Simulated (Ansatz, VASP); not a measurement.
**BN: VASP beside Ansatz**

Contents of INCAR:

```
SYSTEM = BN
ALGO = Normal
EDIFF = 1E-6
ENCUT = 520
GGA = PE
ISIF = 2
ISMEAR = 0
LASPH = .True.
LCHARG = .False.
LREAL = .False.
LWAVE = .False.
NBANDS = 36
NELM = 80
PREC = Accurate
SIGMA = 0.05
```

Contents of KPOINTS:

```
k-points
0
Gamma
  10 10 2
  0 0 0
```

The input POSCAR:

```
BN
1.0
   -2.5545800960      0.0000000000      0.0000000000
   -1.2772900480     -2.2123312592      0.0000000000
    0.0000000000      0.0000000000     12.9235436055
B N
6 6
Direct
    0.6666666667      0.6666666667      0.2246864241
    0.6666666667      0.6666666667      0.5515715776
    0.6666666667      0.6666666667      0.8784567311
    0.3333333333      0.3333333333      0.0612438473
    0.3333333333      0.3333333333      0.3881290008
    0.3333333333      0.3333333333      0.7150141543
    0.6666666667      0.6666666667      0.1022314179
    0.6666666667      0.6666666667      0.4291165714
    0.6666666667      0.6666666667      0.7560017249
    0.3333333333      0.3333333333      0.9194443017
    0.3333333333      0.3333333333      0.2656739947
    0.3333333333      0.3333333333      0.5925591482
```

Input for Ansatz:

```yaml
crystal:
  lattice:
    - [-2.554580096, 0.0, 0.0]
    - [-1.277290048, -2.2123312592, 0.0]
    - [0.0, 0.0, 12.9235436055]
  atoms:
    - { symbol: B, position: [0.6666666667, 0.6666666667, 0.2246864241] }
    - { symbol: B, position: [0.6666666667, 0.6666666667, 0.5515715776] }
    - { symbol: B, position: [0.6666666667, 0.6666666667, 0.8784567311] }
    - { symbol: B, position: [0.3333333333, 0.3333333333, 0.0612438473] }
    - { symbol: B, position: [0.3333333333, 0.3333333333, 0.3881290008] }
    - { symbol: B, position: [0.3333333333, 0.3333333333, 0.7150141543] }
    - { symbol: "N", position: [0.6666666667, 0.6666666667, 0.1022314179] }
    - { symbol: "N", position: [0.6666666667, 0.6666666667, 0.4291165714] }
    - { symbol: "N", position: [0.6666666667, 0.6666666667, 0.7560017249] }
    - { symbol: "N", position: [0.3333333333, 0.3333333333, 0.9194443017] }
    - { symbol: "N", position: [0.3333333333, 0.3333333333, 0.2656739947] }
    - { symbol: "N", position: [0.3333333333, 0.3333333333, 0.5925591482] }
basis:
  ecutwfc: 420
kpoints:
  mp_grid: { grid: [10, 10, 2] }
hamiltonian:
  xc: pbe
scf:
  occupations: { method: gaussian, width: 0.05 }
output:
  forces: true
  stress: true
  eigenvalues: true
```

Alike in both runs: task single point; functional PBE; k mesh 10 × 10 × 2; occupations gaussian, width 0.05 eV; no spin polarisation.

```csv
,VASP,Ansatz
version,VASP 6.6.1,Ansatz 0.2.0
potentials or method,"VASP PAW PBE potentials, release 64 (B, N), cutoff 520 eV","scalar-relativistic, plane waves, PAW"
valence electrons in the cell,48,48
```

Ansatz gave:

| Quantity | Value |
| --- | --- |
| gap on the k mesh at the Fermi level (eV) | 5.20 |
| least direct gap on the mesh (eV) | 6.75 |
| pressure (GPa) | -4.7 |
| traceless stress, the component that is largest in VASP (GPa) | -7.77 |
| rms of the force components (eV/Å) | 0.508 |

Estimate VASP's values.

gap on the k mesh at the Fermi level (eV): 5.18; least direct gap on the mesh (eV): 6.75; pressure (GPa): -4.5; traceless stress, the component that is largest in VASP (GPa): -7.84; rms of the force components (eV/Å): 0.511.

Atom by atom the forces differ by 0.004 eV/Å (rms over components).
